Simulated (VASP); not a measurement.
# Cu (Fmmm) in VASP: further runs

Runs on Cu. Level: PBE. Tasks: single point.

Program: VASP 6.6.1. These are calculated values, not measurements. Logs are shortened: lines on timing, memory, paths and dates and some standing lists are left out, and cuts for length are marked.

## (1) The cell of the first run

It takes space group Fmmm (No. 69, orthorhombic). The conventional cell has a = 3.344 Å, b = 3.615 Å, c = 3.886 Å, α = 90.00°, β = 90.00°, γ = 90.00°. Cu (site symmetry mmm) has 12 Cu at 2.46 to 2.65 Å within 3.3 Å.

## (2) Single point, PBE (strain -0.0750 x Voigt [1, -1, 0, 0, 0, 0])

INCAR reads:

```
ALGO = Fast ; EDIFF = 1E-6
ENCUT = 520 ; GGA = PE
ISIF = 2 ; ISMEAR = 0
LASPH = T ; LCHARG = F
LREAL = F ; LWAVE = F
NBANDS = 12 ; NELM = 60
PREC = Accurate ; SIGMA = 0.15
```

KPOINTS reads:

```
k-points
0
Gamma
  22 22 22
```

POSCAR reads:

```
Cu
1.0
    0.0000000000      1.9430625000      1.8075000000
    1.6719375000      0.0000000000      1.8075000000
    1.6719375000      1.9430625000      0.0000000000
Cu
1
Direct
    0.0000000000      0.0000000000      0.0000000000
```

Potentials or basis: VASP PAW PBE potentials, release 64 (Cu).

Launch:

```
cat potpaw_PBE.64/Cu/POTCAR > POTCAR
mpirun -np 1 vasp_std > vasp.out
```

OUTCAR:

```text
EDIFF = 1E-6
   ENCUT = 520
   GGA = PE
   ISIF = 2
   ISMEAR = 0
   LASPH = T
   LREAL = F
   NELM = 60
   PREC = Accurate

 ion  position               nearest neighbor table
   1  0.000  0.000  0.000-

  LATTYP: Found a face centered orthorhombic cell.
 ALAT       =     3.3438750000
 B/A-ratio  =     1.0810810811
 C/A-ratio  =     1.1621621622

  Lattice vectors:

 A1 = (   0.0000000000,   1.9430625000,  -1.8075000000)
 A2 = (   1.6719375000,   1.9430625000,   0.0000000000)
 A3 = (   1.6719375000,   0.0000000000,  -1.8075000000)

Analysis of symmetry for initial positions (statically):
=====================================================================
 Subroutine PRICEL returns:
 Original cell was already a primitive cell.

 Routine SETGRP: Setting up the symmetry group for a
 face centered orthorhombic supercell.

 Subroutine GETGRP returns: Found  8 space group operations
 (whereof  8 operations were pure point group operations)
 out of a pool of  8 trial point group operations.

The static configuration has the point symmetry D_2h.

Analysis of symmetry for dynamics (positions and initial velocities):
=====================================================================
 Subroutine PRICEL returns:
 Original cell was already a primitive cell.

 Routine SETGRP: Setting up the symmetry group for a
 face centered orthorhombic supercell.

 Subroutine GETGRP returns: Found  8 space group operations
 (whereof  8 operations were pure point group operations)
 out of a pool of  8 trial point group operations.

The dynamic configuration has the point symmetry D_2h.

 Subroutine INISYM returns: Found  8 space group operations
 (whereof  8 operations are pure point group operations),
 and found     1 'primitive' translations

----------------------------------------------------------------------------------------

                                     Primitive cell

  volume of cell :      11.7440

  direct lattice vectors                    reciprocal lattice vectors
     0.000000000  1.943062500  1.807500000    -0.299054241  0.257325742  0.276625173
     1.671937500  0.000000000  1.807500000     0.299054241 -0.257325742  0.276625173
     1.671937500  1.943062500  0.000000000     0.299054241  0.257325742 -0.276625173

  length of vectors
     2.653779970  2.462200490  2.563370220     0.481841741  0.481841741  0.481841741

  position of ions in fractional coordinates (direct lattice)
     0.000000000  0.000000000  0.000000000

  ion indices of the primitive-cell ions
   primitive index   ion index
                 1           1

----------------------------------------------------------------------------------------

 KPOINTS: k-points

Automatic generation of k-mesh.
 Grid dimensions read from file:
 generate k-points for:   22   22   22

 Generating k-lattice:

  Cartesian coordinates                     Fractional coordinates (reciprocal lattice)
    -0.013593375  0.011696625  0.012573871     0.045454545  0.000000000  0.000000000
     0.013593375 -0.011696625  0.012573871     0.000000000  0.045454545  0.000000000
     0.013593375  0.011696625 -0.012573871     0.000000000  0.000000000  0.045454545

  Length of vectors
     0.021901897  0.021901897  0.021901897

  Shift w.r.t. Gamma in fractional coordinates (k-lattice)
     0.000000000  0.000000000  0.000000000

 Subroutine IBZKPT returns following result:
 ===========================================

 Found   1530 irreducible k-points:

 Following reciprocal coordinates:
            Coordinates               Weight
  0.000000  0.000000  0.000000      1.000000
  0.045455 -0.000000 -0.000000      8.000000
  0.090909 -0.000000 -0.000000      8.000000
  0.136364  0.000000 -0.000000      8.000000
  0.181818  0.000000 -0.000000      8.000000
  0.227273  0.000000 -0.000000      8.000000
[... 16 lines left out ...]
  0.500000  0.045455 -0.000000      8.000000
 -0.454545  0.045455  0.000000      8.000000
 [... further k-points ...]
   k-points           NKPTS =   1530   k-points in BZ     NKDIM =   1530   number of bands    NBANDS=     12
   number of dos      NEDOS =    301   number of ions     NIONS =      1
   total plane-waves  NPLWV =   7200
   dimension x,y,z NGX =    20 NGY =   18 NGZ =   20
   dimension x,y,z NGXF=    40 NGYF=   36 NGZF=   40
   ions per type =               1
   NGX,Y,Z   is equivalent  to a cutoff of  12.53, 12.15, 12.97 a.u.
   NGXF,Y,Z  is equivalent  to a cutoff of  25.06, 24.31, 25.94 a.u.
 SYSTEM =  unknown system
   PREC   = accura    normal or accurate (medium, high low for compatibility)
   ISTART =      0    job   : 0-new  1-cont  2-samecut
   ICHARG =      2    charge: 1-file 2-atom 10-const
   ISPIN  =      1    spin polarized calculation?
   LNONCOLLINEAR =      F non collinear calculations
   LSORBIT =      F    spin-orbit coupling
   LASPH  =      T    aspherical Exc in radial PAW
   ENCUT  =  520.0 eV  38.22 Ry    6.18 a.u.   4.93  4.58  4.77*2*pi/ulx,y,z
   NELM   =     60;   NELMIN=  2; NELMDL= -5     # of ELM steps
   EDIFF  = 0.1E-05   stopping-criterion for ELM
   LREAL  =      F    real-space projection
   EDIFFG = 0.1E-04   stopping-criterion for IOM
   NSW    =      0    number of steps for IOM
   IBRION =     -1    ionic relax: 0-MD 1-quasi-New 2-CG
   NFREE  =      0    steps in history (QN), initial steepest desc. (CG)
   ISIF   =      2    stress and relaxation
   ISYM   =      2    0-nonsym 1-usesym 2-fastsym
   POTIM  = 0.5000    time-step for ionic-motion
   TEBEG  =    0.0;   TEEND  =   0.0 temperature during run
   PSTRESS=    0.0 pullay stress
   NELECT =      11.0000    total number of electrons
   NUPDOWN=      -1.0000    fix difference up-down
   EMIN   =  10.00;   EMAX   =-10.00  energy-range for DOS
   EFERMI =   0.00;   METHOD = LEGACY
   ISMEAR =     0;   SIGMA  =   0.15  broadening in eV -4-tet -1-fermi 0-gaus
   EFERMI_NEDOS =   21; number of points for ismear=-14 and -15
   IALGO  =     68    algorithm
   IMIX   =      4    mixing-type and parameters
     AMIX     =   0.40;   BMIX     =  1.00
     AMIX_MAG =   1.60;   BMIX_MAG =  1.00
  volume/ion in A,a.u.               =      11.74        79.25
  Fermi-wavevector in a.u.,A,eV,Ry     =   1.601772  3.026910 34.908106  2.565673
  Thomas-Fermi vector in A             =   2.698698
   LORBIT       =      0    0 simple, 1 ext, 2 COOP (PROOUT), +10 PAW based schemes
   GGA     = PE    functional components
   LHFCALC =     F    Hartree Fock is set to
   AEXX    =    0.0000 exact exchange contribution
   IVDW    =     0    specifies the selected vdW correction
   LEPSILON=     F    determine dielectric tensor
   LRPA    =     F    only Hartree local field effects (RPA)
 non-spin polarized calculation
 RMM-DIIS sequential band-by-band and
 Gauss-broadening in eV      SIGMA  =   0.15
  energy-cutoff  :      520.00
  volume of cell :       11.74
 maximum number of plane-waves:       334
   NGX =  9   NGY =  9   NGZ =  9

 number of electron      11.0000009 magnetization

 Free energy of the ion-electron system (eV)
  ---------------------------------------------------
  ext. energy  EPLUGINS =         0.00000000
  ---------------------------------------------------
  free energy    TOTEN  =        -3.70358953 eV

  energy without entropy =       -3.69968364  energy(sigma->0) =       -3.70163658

 E-fermi :   7.6642     XC(G=0): -12.7578

 val. band max:        7.6600637505   @ k =  -0.4545   0.1818   0.2273
 cond. band min:       7.6706401047   @ k =   0.2727   0.5000   0.2273
 fundamental gap:      0.0105763542
 Fermi energy:         7.6642399503

 k-point     1 :       0.0000    0.0000    0.0000
  band No.  band energies     occupation
      1      -1.7354      2.00000
      2       4.2620      2.00000
      3       4.6789      2.00000
      4       4.9786      2.00000
      5       5.0793      2.00000
      6       5.6977      2.00000
      7      30.6236      0.00000
      8      32.8284      0.00000
      9      33.0720      0.00000
     10      33.5366      0.00000
     11      35.5046      0.00000
     12      35.7488      0.00000

 k-point     2 :       0.0455   -0.0000   -0.0000
  band No.  band energies     occupation
      1      -1.6591      2.00000
      2       4.2714      2.00000
      3       4.6814      2.00000
      4       4.9771      2.00000
      5       5.0798      2.00000
      6       5.6877      2.00000
      7      30.1977      0.00000
      8      32.0093      0.00000
      9      32.6673      0.00000
     10      33.1638      0.00000
     11      35.8765      0.00000
     12      36.0183      0.00000

 k-point     3 :       0.0909   -0.0000   -0.0000
  band No.  band energies     occupation
      1      -1.4319      2.00000
      2       4.2939      2.00000
      3       4.6806      2.00000
      4       4.9784      2.00000
      5       5.0895      2.00000
      6       5.6603      2.00000
      7      28.4485      0.00000
      8      31.2596      0.00000
      9      32.0735      0.00000
     10      32.7375      0.00000
     11      35.4537      0.00000
     12      36.7324      0.00000
[... 286 lines left out ...]
 k-point    23 :       0.5000    0.0455   -0.0000
  band No.  band energies     occupation
      1       2.5964      2.00000
      2       4.2698      2.00000
      3       4.8826      2.00000
      4       5.7016      2.00000
      5       6.0118      2.00000
      6       7.0065      2.00000
      7      11.6102      0.00000
      8      26.1619      0.00000
      9      28.4173      0.00000
     10      31.1012      0.00000
     11      33.0320      0.00000
     12      35.1006      0.00000

 k-point    24 :      -0.4545    0.0455    0.0000
  band No.  band energies     occupation
      1       2.5818      2.00000
      2       4.2689      2.00000
      3       4.8965      2.00000
      4       5.6795      2.00000
      5       5.9983      2.00000
      6       6.8914      2.00000
      7      11.8006      0.00000
      8      26.2829      0.00000
      9      28.0691      0.00000
     10      31.1960      0.00000
     11      33.3632      0.00000
     12      35.2042      0.00000

 [... further k-points ...]
[... 5 lines left out ...]
  --------------------------------------------------------------------------------------
  -------------------------------------------------------------------------------------
  Total        0.5122388     -0.1057510      0.4636644      0.0000000      0.0000000     -0.0000000
  in kB       69.8824214    -14.4271260     63.2556303      0.0000000      0.0000000     -0.0000000
  external PRESSURE =      39.5703086 kB  Pullay stress =       0.0000000 kB

 VOLUME and BASIS-vectors are now :
 -----------------------------------------------------------------------------
  energy-cutoff  :      520.00
  volume of cell :       11.74
      direct lattice vectors                 reciprocal lattice vectors
     0.000000000  1.943062500  1.807500000    -0.299054241  0.257325742  0.276625173
     1.671937500  0.000000000  1.807500000     0.299054241 -0.257325742  0.276625173
     1.671937500  1.943062500  0.000000000     0.299054241  0.257325742 -0.276625173

 POSITION                                       TOTAL-FORCE (eV/Angst)
 -----------------------------------------------------------------------------------
      0.00000      0.00000      0.00000        -0.000000      0.000000      0.000000
 -----------------------------------------------------------------------------------
    total drift:                                0.000000      0.000000      0.000000

  FREE ENERGIE OF THE ION-ELECTRON SYSTEM (eV)
  ---------------------------------------------------
  free  energy   TOTEN  =        -3.7035895265 eV

  energy  without entropy=       -3.6996836422  energy(sigma->0) =       -3.70163658
```

Wall time 2.2 min (1 thread of Intel Xeon Platinum 8488C (Sapphire Rapids), shared host); peak memory 0.31 GiB.

What came out:

| Property | Result |
| --- | --- |
| Free energy | -3.7036 eV |
| Pressure | 4.0 GPa |

Caveat: the cell differs from its parent crystal (strain -0.0750 x Voigt [1, -1, 0, 0, 0, 0]).

## (3) Single point, PBE (strain +0.0937 x Voigt [1, -1, 0, 0, 0, 0])

INCAR reads:

```
SYSTEM = Cu
PREC = Accurate
ENCUT = 520
EDIFF = 1E-6
ISMEAR = 0
SIGMA = 0.15
LREAL = .FALSE.
LASPH = .TRUE.
NELM = 100
ALGO = Fast
ISIF = 2
LWAVE = .FALSE.
LCHARG = .FALSE.
GGA = PE
NBANDS = 12
```

KPOINTS reads:

```
regular mesh
0
G
  22 22 22
  0 0 0
```

POSCAR reads:

```
Cu
1.0
    0.0000000000      1.6381372500      1.8075000000
    1.9768627500      0.0000000000      1.8075000000
    1.9768627500      1.6381372500      0.0000000000
Cu
1
Direct
    0.0000000000      0.0000000000      0.0000000000
```

Potentials or basis: VASP PAW PBE potentials, release 64 (Cu).

Launch:

```
cat potpaw_PBE.64/Cu/POTCAR > POTCAR
mpirun -np 1 vasp_std > vasp.out
```

It took 2.1 min on 1 thread of Intel Xeon Platinum 8488C (Sapphire Rapids), shared host; peak memory 0.31 GiB.

Results (log left out):

| Item | Value |
| --- | --- |
| Free energy | -3.6902 eV |
| Pressure | 4.8 GPa |

Stress tensor (GPa, compression positive):
```
-2.14  0.00  0.00
 0.00  8.02  0.00
 0.00  0.00  8.60
```

Levels at points of the mesh, in eV from the Fermi level:
```csv
k point,band 3,band 4,band 5,band 6,band 7,band 8
"(0.00, 0.00, 0.00)",-2.95,-2.68,-2.59,-1.92,23.18,25.15
"(0.50, 0.00, 0.00)",-2.68,-1.81,-1.51,-0.94,3.93,18.06
"(0.50, 0.50, 0.00)",-1.84,-1.80,-1.24,1.44,7.10,13.48
"(0.50, 0.00, 0.50)",-1.68,-1.67,-1.30,3.84,9.85,10.92
"(0.00, 0.50, 0.50)",-1.66,-1.65,-1.46,-0.25,4.89,15.58
```

Caveat: the cell differs from its parent crystal (strain +0.0937 x Voigt [1, -1, 0, 0, 0, 0]).

## (4) Single point, PBE (strain +0.0562 x Voigt [1, -1, 0, 0, 0, 0])

INCAR reads:

```
SYSTEM = Cu
ALGO = Fast
EDIFF = 1E-6
ENCUT = 520
GGA = PE
ISIF = 2
ISMEAR = 0
LASPH = .TRUE.
LCHARG = .FALSE.
LREAL = .FALSE.
LWAVE = .FALSE.
NBANDS = 12
NELM = 100
PREC = Accurate
SIGMA = 0.15
```

KPOINTS reads:

```
k-points
0
G
  22 22 22
  0 0 0
```

POSCAR reads:

```
Cu
1.0
    0.0000000000      1.7059185000      1.8075000000
    1.9090815000      0.0000000000      1.8075000000
    1.9090815000      1.7059185000      0.0000000000
Cu
1
Direct
    0.0000000000      0.0000000000      0.0000000000
```

Launch:

```
cat potpaw_PBE.64/Cu/POTCAR > POTCAR
mpirun -np 1 vasp_std > vasp.out
```

It took 2.7 min on 1 thread of Intel Xeon Platinum 8488C (Sapphire Rapids), shared host; peak memory 0.31 GiB.

The run converged. Its results:

* Free energy: -3.7146 eV
* Pressure: 3.2 GPa

Stress tensor (GPa, compression positive):
```
-0.84  0.00  0.00
 0.00  5.85  0.00
 0.00  0.00  4.51
```

Levels at points of the mesh, in eV from the Fermi level:
| k point | band 2 | band 3 | band 4 | band 5 | band 6 | band 7 | band 8 | band 9 |
| --- | --- | --- | --- | --- | --- | --- | --- | --- |
| (0.00, 0.00, 0.00) | -3.32 | -3.02 | -2.78 | -2.49 | -2.02 | 22.79 | 25.15 | 25.32 |
| (0.50, 0.00, 0.00) | -3.33 | -2.85 | -1.76 | -1.57 | -1.00 | 3.80 | 19.35 | 21.72 |
| (0.50, 0.50, 0.00) | -4.39 | -1.73 | -1.71 | -1.35 | 1.46 | 7.09 | 13.16 | 13.36 |
| (0.50, 0.00, 0.50) | -4.48 | -1.69 | -1.61 | -1.40 | 2.79 | 8.67 | 11.74 | 11.89 |
| (0.00, 0.50, 0.50) | -4.42 | -1.67 | -1.61 | -1.47 | 0.38 | 5.71 | 14.47 | 14.51 |

Caveat: the cell differs from its parent crystal (strain +0.0562 x Voigt [1, -1, 0, 0, 0, 0]).

## (5) The runs side by side

| cell | gap on the mesh (eV) | pressure (GPa) |
| --- | --- | --- |
| a = 2.654, b = 2.462, c = 2.563 Å, angles 63.7, 56.3, 60.0°, 1 atom | none | 4.0 |
| a = 2.439, b = 2.679, c = 2.567 Å, angles 55.4, 64.6, 60.0°, 1 atom | none | 4.8 |
| a = 2.485, b = 2.629, c = 2.560 Å, angles 57.2, 62.8, 60.0°, 1 atom | none | 3.2 |

Alike in all rows: task single point; level PBE; potentials or basis VASP PAW PBE potentials, release 64 (Cu); no spin polarisation; k mesh 22 × 22 × 22; cutoff (eV) 520; smearing gaussian 0.15 eV.

Total energies depend on the potentials used, so only differences within one code and one set of settings carry meaning.
